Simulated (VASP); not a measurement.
# SnO in VASP: single point with PBE+D3(BJ)

Aim: the single point of SnO with PBE+D3(BJ).

All numbers are computed with VASP 6.6.1; they aren't measurements. Logs are shortened: lines on timing, memory, paths and dates and some standing lists are left out, and cuts for length are marked.

### Step 1. The cell of the first run

The cell holds a slab with vacuum, 8 atoms: a = 3.820 Å, b = 3.820 Å, c = 22.226 Å, α = 90.00°, β = 90.00°, γ = 90.00°.

### Step 2. Single point, PBE+D3(BJ) (layers slid over each other)

Contents of INCAR:

```
SYSTEM = SnO
PREC = Accurate
ENCUT = 520
EDIFF = 1E-6
ISMEAR = 0
SIGMA = 0.05
LREAL = .FALSE.
LASPH = .TRUE.
NELM = 80
ALGO = Normal
ISIF = 2
LWAVE = .FALSE.
LCHARG = .FALSE.
LDIPOL = .TRUE.
IDIPOL = 3
DIPOL = 0.5 0.5 0.408
GGA = PE
IVDW = 12
NBANDS = 50
```

Contents of KPOINTS:

```
Automatic mesh
0
G
  7 7 1
  0 0 0
```

Contents of POSCAR:

```
SnO
1.0
    3.8201630995      0.0000000000      0.0000000000
    0.0000000000      3.8201630995      0.0000000000
    0.0000000000      0.0000000000     22.2260821294
Sn O
4 4
Direct
    0.7500000000      0.2500000000      0.2024648327
    0.2500000000      0.7500000000      0.3087832136
    0.2500000000      1.1250000000      0.5067488278
   -0.2500000000      1.6250000000      0.6130672086
    0.2500000000      0.2500000000      0.2556240231
    0.7500000000      0.7500000000      0.2556240231
   -0.2500000000      1.1250000000      0.5599080182
    0.2500000000      1.6250000000      0.5599080182
```

Potentials or basis: VASP PAW PBE potentials, release 64 (Sn_d, O).

Started as:

```
$ cat potpaw_PBE.64/Sn_d/POTCAR potpaw_PBE.64/O/POTCAR > POTCAR
$ mpirun -np 1 vasp_std > vasp.out
```

OUTCAR:

```text
SYSTEM = SnO
   PREC = Accurate
   ENCUT = 520
   EDIFF = 1E-6
   ISMEAR = 0
   LREAL = .FALSE.
   LASPH = .TRUE.
   NELM = 80
   ISIF = 2
   GGA = PE
   IVDW = 12
 IVDW          = 12

 ion  position               nearest neighbor table
   1  0.750  0.250  0.202-   5 2.25   6 2.25   6 2.25   5 2.25   2 3.59   2 3.59   2 3.59   2 3.59

   2  0.250  0.750  0.309-   5 2.25   6 2.25   5 2.25   6 2.25   1 3.59   1 3.59   1 3.59   1 3.59

   3  0.250  0.125  0.507-   7 2.25   8 2.25   8 2.25   7 2.25   4 3.59   4 3.59   4 3.59   4 3.59

   4  0.750  0.625  0.613-   7 2.25   8 2.25   7 2.25   8 2.25   3 3.59   3 3.59   3 3.59   3 3.59

   5  0.250  0.250  0.256-   1 2.25   1 2.25   2 2.25   2 2.25
   6  0.750  0.750  0.256-   1 2.25   1 2.25   2 2.25   2 2.25
   7  0.750  0.125  0.560-   3 2.25   3 2.25   4 2.25   4 2.25
   8  0.250  0.625  0.560-   3 2.25   3 2.25   4 2.25   4 2.25

  LATTYP: Found a simple tetragonal cell.
 ALAT       =     3.8201630995
 C/A-ratio  =     5.8180976965

  Lattice vectors:

 A1 = (   3.8201630995,   0.0000000000,   0.0000000000)
 A2 = (   0.0000000000,   3.8201630995,   0.0000000000)
 A3 = (   0.0000000000,   0.0000000000,  22.2260821294)

Analysis of symmetry for initial positions (statically):
=====================================================================
 Subroutine PRICEL returns:
 Original cell was already a primitive cell.

 Routine SETGRP: Setting up the symmetry group for a
 simple tetragonal supercell.

 Subroutine GETGRP returns: Found  4 space group operations
 (whereof  1 operations were pure point group operations)
 out of a pool of 16 trial point group operations.

The static configuration has the point symmetry C_1 .
 The point group associated with its full space group is C_2h.

Analysis of symmetry for dynamics (positions and initial velocities):
=====================================================================
 Subroutine PRICEL returns:
 Original cell was already a primitive cell.

 Routine SETGRP: Setting up the symmetry group for a
 simple tetragonal supercell.

 Subroutine GETGRP returns: Found  4 space group operations
 (whereof  1 operations were pure point group operations)
 out of a pool of 16 trial point group operations.

The dynamic configuration has the point symmetry C_1 .
 The point group associated with its full space group is C_2h.

 Subroutine INISYM returns: Found  4 space group operations
 (whereof  1 operations are pure point group operations),
 and found     1 'primitive' translations

----------------------------------------------------------------------------------------

                                     Primitive cell

  volume of cell :     324.3596

  direct lattice vectors                    reciprocal lattice vectors
     3.820163100  0.000000000  0.000000000     0.261768928  0.000000000  0.000000000
     0.000000000  3.820163100  0.000000000     0.000000000  0.261768928  0.000000000
     0.000000000  0.000000000 22.226082129     0.000000000  0.000000000  0.044992185

  length of vectors
     3.820163100  3.820163100 22.226082129     0.261768928  0.261768928  0.044992185

  position of ions in fractional coordinates (direct lattice)
     0.750000000  0.250000000  0.202464833
     0.250000000  0.750000000  0.308783214
     0.250000000  0.125000000  0.506748828
     0.750000000  0.625000000  0.613067209
     0.250000000  0.250000000  0.255624023
     0.750000000  0.750000000  0.255624023
     0.750000000  0.125000000  0.559908018
     0.250000000  0.625000000  0.559908018

  ion indices of the primitive-cell ions
   primitive index   ion index
                 1           1
                 2           2
                 3           3
                 4           4
                 5           5
                 6           6
                 7           7
                 8           8

----------------------------------------------------------------------------------------

 KPOINTS: Automatic mesh

Automatic generation of k-mesh.
 Grid dimensions read from file:
 generate k-points for:    7    7    1

 Generating k-lattice:

  Cartesian coordinates                     Fractional coordinates (reciprocal lattice)
     0.037395561  0.000000000  0.000000000     0.142857143  0.000000000  0.000000000
     0.000000000  0.037395561  0.000000000     0.000000000  0.142857143  0.000000000
     0.000000000  0.000000000  0.044992185     0.000000000  0.000000000  1.000000000

  Length of vectors
     0.037395561  0.037395561  0.044992185

  Shift w.r.t. Gamma in fractional coordinates (k-lattice)
     0.000000000  0.000000000  0.000000000

 Subroutine IBZKPT returns following result:
 ===========================================

 Found     16 irreducible k-points:

 Following reciprocal coordinates:
            Coordinates               Weight
  0.000000  0.000000  0.000000      1.000000
  0.142857  0.000000  0.000000      2.000000
  0.000000  0.142857  0.000000      2.000000
  0.285714  0.000000  0.000000      2.000000
  0.000000  0.285714  0.000000      2.000000
  0.428571  0.000000  0.000000      2.000000
[... 8 lines left out ...]
 -0.285714  0.428571  0.000000      4.000000
  0.428571  0.428571  0.000000      4.000000
   k-points           NKPTS =     16   k-points in BZ     NKDIM =     16   number of bands    NBANDS=     50
   number of dos      NEDOS =    301   number of ions     NIONS =      8
   total plane-waves  NPLWV = 131712
   dimension x,y,z NGX =    28 NGY =   28 NGZ =  168
   dimension x,y,z NGXF=    56 NGYF=   56 NGZF=  336
   ions per type =               4   4
   NGX,Y,Z   is equivalent  to a cutoff of  12.19, 12.19, 12.57 a.u.
   NGXF,Y,Z  is equivalent  to a cutoff of  24.37, 24.37, 25.13 a.u.
 SYSTEM =  SnO
   PREC   = accura    normal or accurate (medium, high low for compatibility)
   ISTART =      0    job   : 0-new  1-cont  2-samecut
   ICHARG =      2    charge: 1-file 2-atom 10-const
   ISPIN  =      1    spin polarized calculation?
   LNONCOLLINEAR =      F non collinear calculations
   LSORBIT =      F    spin-orbit coupling
   LASPH  =      T    aspherical Exc in radial PAW
   ENCUT  =  520.0 eV  38.22 Ry    6.18 a.u.   7.10  7.10 41.33*2*pi/ulx,y,z
   NELM   =     80;   NELMIN=  2; NELMDL= -5     # of ELM steps
   EDIFF  = 0.1E-05   stopping-criterion for ELM
   LREAL  =      F    real-space projection
   EDIFFG = 0.1E-04   stopping-criterion for IOM
   NSW    =      0    number of steps for IOM
   IBRION =     -1    ionic relax: 0-MD 1-quasi-New 2-CG
   NFREE  =      0    steps in history (QN), initial steepest desc. (CG)
   ISIF   =      2    stress and relaxation
   ISYM   =      2    0-nonsym 1-usesym 2-fastsym
   POTIM  = 0.5000    time-step for ionic-motion
   TEBEG  =    0.0;   TEEND  =   0.0 temperature during run
   PSTRESS=    0.0 pullay stress
   NELECT =      80.0000    total number of electrons
   NUPDOWN=      -1.0000    fix difference up-down
   EMIN   =  10.00;   EMAX   =-10.00  energy-range for DOS
   EFERMI =   0.00;   METHOD = LEGACY
   ISMEAR =     0;   SIGMA  =   0.05  broadening in eV -4-tet -1-fermi 0-gaus
   EFERMI_NEDOS =   21; number of points for ismear=-14 and -15
   IALGO  =     38    algorithm
   IMIX   =      4    mixing-type and parameters
     AMIX     =   0.40;   BMIX     =  1.00
     AMIX_MAG =   1.60;   BMIX_MAG =  1.00
  volume/ion in A,a.u.               =      40.54       273.61
  Fermi-wavevector in a.u.,A,eV,Ry     =   1.026666  1.940118 14.341131  1.054043
  Thomas-Fermi vector in A             =   2.160571
   LORBIT       =      0    0 simple, 1 ext, 2 COOP (PROOUT), +10 PAW based schemes
   GGA     = PE    functional components
   LHFCALC =     F    Hartree Fock is set to
   AEXX    =    0.0000 exact exchange contribution
   IVDW    =    12    specifies the selected vdW correction
   LEPSILON=     F    determine dielectric tensor
   LRPA    =     F    only Hartree local field effects (RPA)
 non-spin polarized calculation
 Gauss-broadening in eV      SIGMA  =   0.05
  energy-cutoff  :      520.00
  volume of cell :      324.36
 maximum number of plane-waves:      8769
   NGX = 15   NGY = 15   NGZ = 83

 dipolmoment           0.000000      0.000000      0.000004 electrons x Angstroem

 number of electron      79.9999970 magnetization

 dipolmoment           0.000000      0.000000     -0.000000 electrons x Angstroem

 Free energy of the ion-electron system (eV)
  ---------------------------------------------------
  ext. energy  EPLUGINS =         0.00000000
  ---------------------------------------------------
  free energy    TOTEN  =       -45.16847530 eV

  energy without entropy =      -45.16847530  energy(sigma->0) =      -45.16847530

 E-fermi :   0.0596     XC(G=0):  -5.3407

 val. band max:       -0.2513570550   @ k =   0.1429   0.1429   0.0000
 cond. band min:       2.3306731434   @ k =   0.0000   0.0000   0.0000
 fundamental gap:      2.5820301985
 Fermi energy:         0.0596396375

 k-point     1 :       0.0000    0.0000    0.0000
  band No.  band energies     occupation
      1     -21.0524      2.00000
      2     -21.0524      2.00000
      3     -20.6918      2.00000
      4     -20.6917      2.00000
      5     -20.6540      2.00000
      6     -20.6538      2.00000
[... 42 lines left out ...]
     49       5.2130      0.00000
     50       5.2142      0.00000

 k-point     2 :       0.1429    0.0000    0.0000
  band No.  band energies     occupation
      1     -21.0435      2.00000
      2     -21.0435      2.00000
      3     -20.6924      2.00000
      4     -20.6923      2.00000
      5     -20.6556      2.00000
      6     -20.6554      2.00000
[... 734 lines left out ...]
 k-point    16 :       0.4286    0.4286    0.0000
  band No.  band energies     occupation
      1     -20.9932      2.00000
      2     -20.9931      2.00000
      3     -20.9792      2.00000
      4     -20.9792      2.00000
      5     -20.6588      2.00000
      6     -20.6587      2.00000
[... 42 lines left out ...]
     49       6.2570      0.00000
     50       6.2991      0.00000

------------------------ aborting loop because EDIFF is reached ----------------------------------------

 vacuum level on the upper side and lower side of the slab       (xc-potential included)        -0.162        -0.162

 Edisp (eV)   -1.22210

 E8    (eV) :    -0.5402

  FORCE on cell =-STRESS in cart. coord.  units (eV):
  Direction    XX          YY          ZZ          XY          YZ          ZX
  --------------------------------------------------------------------------------------
  -------------------------------------------------------------------------------------
  Total       0.16169     0.20402    -0.06623     0.00000     0.11259     0.00000
  in kB       0.79866     1.00778    -0.32713     0.00000     0.55616     0.00000
  external pressure =        0.49 kB  Pullay stress =        0.00 kB

 VOLUME and BASIS-vectors are now :
 -----------------------------------------------------------------------------
  energy-cutoff  :      520.00
  volume of cell :      324.36
      direct lattice vectors                 reciprocal lattice vectors
     3.820163100  0.000000000  0.000000000     0.261768928  0.000000000  0.000000000
     0.000000000  3.820163100  0.000000000     0.000000000  0.261768928  0.000000000
     0.000000000  0.000000000 22.226082129     0.000000000  0.000000000  0.044992185

 POSITION                                       TOTAL-FORCE (eV/Angst)
 -----------------------------------------------------------------------------------
      2.86512      0.95504      4.50000         0.000000     -0.002137     -0.084391
      0.95504      2.86512      6.86304         0.000000     -0.011210      0.138195
      0.95504      0.47752     11.26304         0.000000      0.011210     -0.138195
      2.86512      2.38760     13.62608         0.000000      0.002137      0.084391
      0.95504      0.95504      5.68152         0.000000     -0.010669      0.005130
      2.86512      2.86512      5.68152         0.000000      0.004167      0.005337
      2.86512      0.47752     12.44456         0.000000     -0.004167     -0.005337
      0.95504      2.38760     12.44456         0.000000      0.010669     -0.005130
 -----------------------------------------------------------------------------------
    total drift:                                0.000000      0.000000     -0.000004

  FREE ENERGIE OF THE ION-ELECTRON SYSTEM (eV)
  ---------------------------------------------------
  free  energy   TOTEN  =       -46.3905788623 eV

  energy  without entropy=      -46.3905788623  energy(sigma->0) =      -46.39057886

 vacuum level on the upper side and lower side of the slab         4.790         4.790
```

It took 4.7 min on 1 thread of Intel Xeon Platinum 8488C (Sapphire Rapids), shared host; peak memory 0.44 GiB.

Results:

- Free energy: -46.3906 eV
- Largest force: 0.139 eV/Å
- Band gap on the k mesh: 2.58 eV (least direct gap 2.61 eV)
- Dispersion energy per atom: -0.153 eV

Forces on the atoms (eV/Å):
```
Sn   0.000 -0.002 -0.084
Sn   0.000 -0.011  0.138
Sn   0.000  0.011 -0.138
Sn   0.000  0.002  0.084
O    0.000 -0.011  0.005
O    0.000  0.004  0.005
O    0.000 -0.004 -0.005
O    0.000  0.011 -0.005
```

Levels at points of the mesh, in eV from the valence-band top:
```tsv
k point	band 36	band 37	band 38	band 39	band 40	band 41	band 42	band 43	band 44	band 45
(0.00, 0.00, 0.00)	-1.89	-1.89	-1.89	-0.51	-0.03	2.58	2.92	2.92	3.73	4.93
```

Caveat: the cell differs from its parent crystal (layers slid over each other); spin-orbit coupling is left out, which moves the levels of the heavy elements.
